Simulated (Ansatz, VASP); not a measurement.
**SbAu2: VASP beside Ansatz**

File INCAR:

```
SYSTEM = SbAu2
PREC = Accurate
ENCUT = 600
EDIFF = 1E-6
ISMEAR = 0
SIGMA = 0.1
LREAL = .FALSE.
LASPH = .TRUE.
NELM = 60
ALGO = Normal
ISIF = 3
LWAVE = .FALSE.
LCHARG = .FALSE.
GGA = PE
IBRION = 2
NSW = 90
EDIFFG = -0.04
```

The input KPOINTS:

```
regular mesh
0
G
  6 6 6
  0 0 0
```

Contents of POSCAR:

```
SbAu2
1.0
   -1.8150894098      1.8630062938      4.5716367831
    1.8150894098     -1.8630062938      4.5716367831
    1.8150894098      1.8630062938     -4.5716367831
Sb Au
1 2
Direct
    0.0000000000      0.0000000000      0.0000000000
    0.6687582168      0.6687582168      0.0000000000
    0.3312417832      0.3312417832      0.0000000000
```

Input for Ansatz:

```yaml
crystal:
  lattice:
    - [-1.8150894098, 1.8630062938, 4.5716367831]
    - [1.8150894098, -1.8630062938, 4.5716367831]
    - [1.8150894098, 1.8630062938, -4.5716367831]
  atoms:
    - { symbol: Sb, position: [0.0, 0.0, 0.0] }
    - { symbol: Au, position: [0.6687582168, 0.6687582168, 0.0] }
    - { symbol: Au, position: [0.3312417832, 0.3312417832, 0.0] }
basis:
  ecutwfc: 420
kpoints:
  mp_grid: { grid: [6, 6, 6] }
hamiltonian:
  xc: pbe
scf:
  occupations: { method: gaussian, width: 0.1 }
  lower_state_search: "off"
output:
  forces: true
  stress: true
  eigenvalues: true
relax:
  adjacent_minimum: "off"
  f_tol: 0.04
  max_steps: 70
  cell: { stress_tol: 0.4 }
```

Alike in both runs: task relaxation of cell and atoms; functional PBE; k mesh 6 × 6 × 6; occupations gaussian, width 0.1 eV; no spin polarisation.

|  | VASP | Ansatz |
| --- | --- | --- |
| version | VASP 6.6.1 | Ansatz 0.2.0 |
| potentials or method | VASP PAW PBE potentials, release 64 (Sb, Au), cutoff 600 eV | scalar-relativistic, plane waves, PAW |
| valence electrons in the cell | 27 | 53 |

```tsv
	VASP	Ansatz	Ansatz less VASP
gap on the k mesh at the Fermi level, each at its own relaxed structure (eV)	none	none	-
relaxed volume (Å³/atom)	20.67	20.71	+0.039
relaxed cell length with the largest relative difference (Å)	5.205	5.209	+0.0031
```

A gap of «none» marks a metal or a gap that the smearing closes. VASP's potentials hold 27 valence electrons a cell and Ansatz's 53, so a difference there can come from the potentials and not from the codes.

The k mesh is coarse, so the values compare programs but aren't converged. Spin-orbit coupling is off throughout.
